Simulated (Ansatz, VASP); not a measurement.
## One calculation of TiAgHg2, two programs

```
Ti Ag Hg
1.0
     4.15000    0.00000    0.00000
     0.00000    4.15000    0.00000
     0.00000    0.00000    4.14120
Ti Ag Hg
1 1 2
Cartesian
  2.0750 2.0750 0.0000
  0.0000 0.0000 0.0000
  0.0000 2.0750 2.0706
  2.0750 0.0000 2.0706
```

Change from the starting cell: zz strain of +2 %, crystal datasets.

Alike in both runs: task electric field gradients; functional PBEsol; k mesh 8 × 8 × 8; occupations fermi-dirac, width 0.03 eV; no spin polarisation.

|  | VASP | Ansatz |
| --- | --- | --- |
| version | VASP 6.6.1 | Ansatz 0.2.0 |
| potentials or method | VASP PAW PBE potentials, release 64 (Ti_sv, Ag, Hg), cutoff 520 eV | all-electron PAW with datasets made for the crystal, scalar-relativistic |

|  | VASP | Ansatz | Ansatz less VASP |
| --- | --- | --- | --- |
| pressure (GPa) | 5.3 | 4.8 | -0.55 |
| traceless stress, the component that is largest in VASP (GPa) | -1.92 | -1.82 | +0.101 |
| size of Vzz on the site where it differs most (V/Å²) | 163.7 | 142.2 | -21.44 |

VASP's potentials were made for PBE, not for PBEsol. Ansatz ran all-electron here, and VASP with PAW potentials.

Neither program's run includes spin-orbit coupling.
